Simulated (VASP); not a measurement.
# MgS5 (P-62m) in VASP: notebook

MgS5 is run at these levels: PBE; tasks: single point, relaxation of cell and atoms.

All numbers are computed with VASP 6.6.1; they aren't measurements. Logs are shortened: lines on timing, memory, paths and dates and some standing lists are left out, and cuts for length are marked.

### Step 1. The cell of the first run

It takes space group P-62m (No. 189, hexagonal). The conventional cell has a = 4.671 Å, b = 4.671 Å, c = 7.185 Å, α = 90.00°, β = 90.00°, γ = 120.00°. Mg (site symmetry -62m) has 6 S at 2.70 Å within 3.6 Å. S (site symmetry m2m) has 2 S at 2.12 Å within 2.8 Å. S (site symmetry -6) has 3 S at 2.70 Å and 3 Mg at 2.70 Å within 3.6 Å.

The cell was generated, and may not be a known phase.

### Step 2. Single point, PBE

The input, INCAR:

```
SYSTEM = MgS5
PREC     = Accurate       ! precision mode
ENCUT    = 520            ! plane-wave cutoff, eV
EDIFF    = 1E-6           ! SCF threshold, eV
ISMEAR   = 0              ! smearing method
SIGMA    = 0.1            ! smearing width, eV
LREAL    = .FALSE.        ! projectors in reciprocal space
LASPH    = .TRUE.         ! aspherical terms in the spheres
NELM     = 60             ! most SCF steps
ALGO     = Normal         ! electronic algorithm
ISIF     = 2              ! what is computed and relaxed
LWAVE    = .FALSE.        ! write WAVECAR
LCHARG   = .FALSE.        ! write CHGCAR
GGA      = PE             ! functional
NBANDS   = 25             ! bands
```

The input, KPOINTS:

```
regular mesh
0
G
  12 12 6
  0 0 0
```

The input, POSCAR:

```
MgS5
1.0
    4.6714703603      0.0000000000      0.0000000000
   -2.3357351801      4.0456120050      0.0000000000
    0.0000000000      0.0000000000      7.1845486958
Mg S
1 5
Direct
    0.0000000000      0.0000000000      0.0000000000
    0.0000000000      0.7384639810      0.5000000000
    0.7384639810      0.0000000000      0.5000000000
    0.2615360190      0.2615360190      0.5000000000
    0.6666666667      0.3333333333      0.0000000000
    0.3333333333      0.6666666667      0.0000000000
```

Potentials or basis: VASP PAW PBE potentials, release 64 (Mg, S).

Run with:

```sh
> cat potpaw_PBE.64/Mg/POTCAR potpaw_PBE.64/S/POTCAR > POTCAR
> mpirun -np 1 vasp_std > vasp.out
```

OUTCAR:

```text
SYSTEM = MgS5
   PREC = Accurate
   ENCUT = 520
   EDIFF = 1E-6
   ISMEAR = 0
   LREAL = .FALSE.
   LASPH = .TRUE.
   NELM = 60
   ISIF = 2
   GGA = PE

 ion  position               nearest neighbor table
   1  0.000  0.000  0.000-   5 2.70   6 2.70   6 2.70   5 2.70   5 2.70   6 2.70
   2  0.000  0.738  0.500-   4 2.12   3 2.12
   3  0.738  0.000  0.500-   2 2.12   4 2.12
   4  0.262  0.262  0.500-   2 2.12   3 2.12
   5  0.667  0.333  0.000-   6 2.70   1 2.70   6 2.70   1 2.70   1 2.70   6 2.70
   6  0.333  0.667  0.000-   5 2.70   1 2.70   5 2.70   1 2.70   1 2.70   5 2.70

  LATTYP: Found a hexagonal cell.
 ALAT       =     4.6714703603
 C/A-ratio  =     1.5379630270

  Lattice vectors:

 A1 = (   4.6714703603,   0.0000000000,   0.0000000000)
 A2 = (  -2.3357351801,   4.0456120050,   0.0000000000)
 A3 = (   0.0000000000,   0.0000000000,   7.1845486958)

Analysis of symmetry for initial positions (statically):
=====================================================================
 Subroutine PRICEL returns:
 Original cell was already a primitive cell.

 Routine SETGRP: Setting up the symmetry group for a
 hexagonal supercell.

 Subroutine GETGRP returns: Found 12 space group operations
 (whereof 12 operations were pure point group operations)
 out of a pool of 24 trial point group operations.

The static configuration has the point symmetry D_3h.

Analysis of symmetry for dynamics (positions and initial velocities):
=====================================================================
 Subroutine PRICEL returns:
 Original cell was already a primitive cell.

 Routine SETGRP: Setting up the symmetry group for a
 hexagonal supercell.

 Subroutine GETGRP returns: Found 12 space group operations
 (whereof 12 operations were pure point group operations)
 out of a pool of 24 trial point group operations.

The dynamic configuration has the point symmetry D_3h.

 Subroutine INISYM returns: Found 12 space group operations
 (whereof 12 operations are pure point group operations),
 and found     1 'primitive' translations

----------------------------------------------------------------------------------------

                                     Primitive cell

  volume of cell :     135.7805

  direct lattice vectors                    reciprocal lattice vectors
[... 97 lines left out ...]
   EDIFFG = 0.1E-04   stopping-criterion for IOM
   NSW    =      0    number of steps for IOM
   IBRION =     -1    ionic relax: 0-MD 1-quasi-New 2-CG
   NFREE  =      0    steps in history (QN), initial steepest desc. (CG)
   ISIF   =      2    stress and relaxation
   ISYM   =      2    0-nonsym 1-usesym 2-fastsym
   POTIM  = 0.5000    time-step for ionic-motion
   TEBEG  =    0.0;   TEEND  =   0.0 temperature during run
   PSTRESS=    0.0 pullay stress
   NELECT =      32.0000    total number of electrons
   NUPDOWN=      -1.0000    fix difference up-down
   EMIN   =  10.00;   EMAX   =-10.00  energy-range for DOS
   EFERMI =   0.00;   METHOD = LEGACY
   ISMEAR =     0;   SIGMA  =   0.10  broadening in eV -4-tet -1-fermi 0-gaus
   EFERMI_NEDOS =   21; number of points for ismear=-14 and -15
   IALGO  =     38    algorithm
   IMIX   =      4    mixing-type and parameters
     AMIX     =   0.40;   BMIX     =  1.00
     AMIX_MAG =   1.60;   BMIX_MAG =  1.00
  volume/ion in A,a.u.               =      22.63       152.72
  Fermi-wavevector in a.u.,A,eV,Ry     =   1.011220  1.910929 13.912858  1.022566
  Thomas-Fermi vector in A             =   2.144257
   LORBIT       =      0    0 simple, 1 ext, 2 COOP (PROOUT), +10 PAW based schemes
   GGA     = PE    functional components
   LHFCALC =     F    Hartree Fock is set to
   AEXX    =    0.0000 exact exchange contribution
   IVDW    =     0    specifies the selected vdW correction
   LEPSILON=     F    determine dielectric tensor
   LRPA    =     F    only Hartree local field effects (RPA)
 non-spin polarized calculation
 Gauss-broadening in eV      SIGMA  =   0.10
  energy-cutoff  :      520.00
  volume of cell :      135.78
 maximum number of plane-waves:      3674
 NGX is ok and might be reduce to    36
   NGX = 17   NGY = 17   NGZ = 27

 number of electron      31.9999999 magnetization

 Free energy of the ion-electron system (eV)
  ---------------------------------------------------
  ext. energy  EPLUGINS =         0.00000000
  ---------------------------------------------------
  free energy    TOTEN  =       -20.49455998 eV

  energy without entropy =      -20.47424124  energy(sigma->0) =      -20.48440061

 E-fermi :   3.0957     XC(G=0):  -8.8508

 val. band max:        3.0947161638   @ k =   0.0000   0.0000   0.3333
 cond. band min:       3.0975370065   @ k =   0.4167   0.0833   0.5000
 fundamental gap:      0.0028208427
 Fermi energy:         3.0957426449

 k-point     1 :       0.0000    0.0000    0.0000
  band No.  band energies     occupation
      1     -14.3263      2.00000
      2     -10.4814      2.00000
      3      -7.5708      2.00000
      4      -7.5708      2.00000
      5      -6.6784      2.00000
      6      -4.0883      2.00000
[... 661 lines left out ...]
     24       9.9771      0.00000
     25      10.6396      0.00000

 [... further k-points ...]

------------------------ aborting loop because EDIFF is reached ----------------------------------------

  FORCE on cell =-STRESS in cart. coord.  units (eV):
  Direction    XX          YY          ZZ          XY          YZ          ZX
  --------------------------------------------------------------------------------------
  -------------------------------------------------------------------------------------
  Total       -0.4433741     -0.4433741     -0.0426135     -0.0000000      0.0000000      0.0000000
  in kB       -5.2317090     -5.2317090     -0.5028294     -0.0000000      0.0000000      0.0000000
  external PRESSURE =      -3.6554158 kB  Pullay stress =       0.0000000 kB

 VOLUME and BASIS-vectors are now :
 -----------------------------------------------------------------------------
  energy-cutoff  :      520.00
  volume of cell :      135.78
      direct lattice vectors                 reciprocal lattice vectors
     4.671470360  0.000000000  0.000000000     0.214065363  0.123590695  0.000000000
    -2.335735180  4.045612005  0.000000000     0.000000000  0.247181390  0.000000000
     0.000000000  0.000000000  7.184548696     0.000000000  0.000000000  0.139187587

 POSITION                                       TOTAL-FORCE (eV/Angst)
 -----------------------------------------------------------------------------------
      0.00000      0.00000      0.00000        -0.000000      0.000000      0.000000
     -1.72486      2.98754      3.59227        -0.104181      0.180447     -0.000000
      3.44971      0.00000      3.59227         0.208363      0.000000      0.000000
      0.61088      1.05807      3.59227        -0.104181     -0.180447      0.000000
      2.33574      1.34854      0.00000        -0.000000      0.000000      0.000000
     -0.00000      2.69707      0.00000        -0.000000      0.000000      0.000000
 -----------------------------------------------------------------------------------
    total drift:                               -0.000000     -0.000000      0.000000

  FREE ENERGIE OF THE ION-ELECTRON SYSTEM (eV)
  ---------------------------------------------------
  free  energy   TOTEN  =       -20.4945599800 eV

  energy  without entropy=      -20.4742412366  energy(sigma->0) =      -20.48440061
```

It took 1.8 min on 1 thread of Intel Xeon 6975P-C (Granite Rapids), shared host; peak memory 0.38 GiB.

Results:

* Free energy: -20.4946 eV
* Pressure: -0.4 GPa
* Largest force: 0.208 eV/Å
* Band gap on the k mesh: zero (bands 16 and 17 overlap by 0.65 eV)

Forces in eV/Å, atoms in the order of the input:
```
Mg   0.000  0.000  0.000
S   -0.104  0.180  0.000
S    0.208  0.000  0.000
S   -0.104 -0.180  0.000
S    0.000  0.000  0.000
S    0.000  0.000  0.000
```

Stress tensor (GPa, compression positive):
```
-0.52  0.00  0.00
 0.00 -0.52  0.00
 0.00  0.00 -0.05
```

Caveat: semilocal functionals underestimate gaps, and a narrow one can read as zero.

### Step 3. Relaxation of cell and atoms, PBE

This run uses another cell than the first one, of 22.97 Å³/atom.

The input, INCAR:

```
ALGO = Normal
EDIFF = 1E-7
EDIFFG = -0.04
ENCUT = 600
GGA = PE
IBRION = 2
ISIF = 3
ISMEAR = 0
LASPH = T
LCHARG = F
LREAL = F
LWAVE = F
NELM = 100
NSW = 90
PREC = Accurate
SIGMA = 0.1
```

The input, KPOINTS:

```
k-points
0
Gamma
  6 6 4
```

The input, POSCAR:

```
MgS5
1.0
    4.6503363597      0.0000000000      0.0000000000
   -2.3251681799      4.0273094236      0.0000000000
    0.0000000000      0.0000000000      7.3592561543
Mg S
1 5
Direct
    0.0000000000      0.0000000000      0.0000000000
    0.0000000000      0.7365489813      0.5000000000
    0.7365489813      0.0000000000      0.5000000000
    0.2634510187      0.2634510187      0.5000000000
    0.6666666667      0.3333333333      0.0000000000
    0.3333333333      0.6666666667      0.0000000000
```

Potentials or basis: VASP PAW PBE potentials, release 64 (Mg, S).

Run with:

```sh
> cat potpaw_PBE.64/Mg/POTCAR potpaw_PBE.64/S/POTCAR > POTCAR
> mpirun -np 1 vasp_std > vasp.out
```

Run time: 81 s. Hardware: 1 thread of Intel Xeon 6975P-C (Granite Rapids), shared host; peak memory 0.33 GiB.

The run converged. Its results:

```
Free energy                           : -20.5545 eV
Relaxed volume                        : 22.90 Å³/atom
Relaxed cell                          : a = 4.644 Å, b = 4.644 Å, c = 7.358 Å, α = 90.00°, β = 90.00°, γ = 120.00°
Space group after relaxing (to 0.1 Å) : P-62m (No. 189)
Energy gained by relaxing             : 0.3 meV/atom
Ionic steps                           : 3
Pressure after relaxing               : 0.0 GPa
Largest force after relaxing          : 0.015 eV/Å
Band gap on the k mesh                : zero (bands 16 and 17 overlap by 0.58 eV)
```

Forces in eV/Å, atoms in the order of the input:
```
Mg   0.000  0.000  0.000
S   -0.008  0.013  0.000
S    0.015  0.000  0.000
S   -0.008 -0.013  0.000
S    0.000  0.000  0.000
S    0.000  0.000  0.000
```

Stress tensor (GPa, compression positive):
```
 0.08  0.00  0.00
 0.00  0.08  0.00
 0.00  0.00 -0.05
```

The path:
```csv
step,energy change (eV),largest force (eV/Å),pressure (GPa),volume (Å³)
1,0.0000,0.1941,-0.33,137.83
2,0.0016,0.2454,0.57,136.88
3,-0.0017,0.0152,0.04,137.43
```

Final structure:
```xyz
6
Lattice="4.6441 0.0000 0.0000 -2.3220 4.0219 0.0000 0.0000 0.0000 7.3578" Properties=species:S:1:pos:R:3 pbc="T T T"
Mg    0.0000    0.0000    0.0000
S    -1.7123    2.9657    3.6789
S     3.4245    0.0000    3.6789
S     0.6098    1.0562    3.6789
S     2.3220    1.3406    0.0000
S     0.0000    2.6813    0.0000
```

Levels at points of the mesh, in eV from the Fermi level:
```csv
k point,band 13,band 14,band 15,band 16,band 17,band 18,band 19,band 20
"(0.00, 0.00, 0.00)",-1.24,-1.10,-1.10,-0.03,-0.03,0.37,2.20,5.45
"(0.50, 0.00, 0.00)",-1.04,-0.74,-0.33,0.36,0.77,1.27,2.67,2.80
"(0.00, 0.00, 0.50)",-1.29,-1.17,-1.17,0.08,0.08,0.46,2.89,5.10
"(0.50, 0.00, 0.50)",-1.54,-0.99,-0.40,0.37,0.80,1.26,2.65,2.79
```

Caveat: semilocal functionals underestimate gaps, and a narrow one can read as zero.

The gap in the log of VASP goes by the Fermi energy; the results here count the filled bands.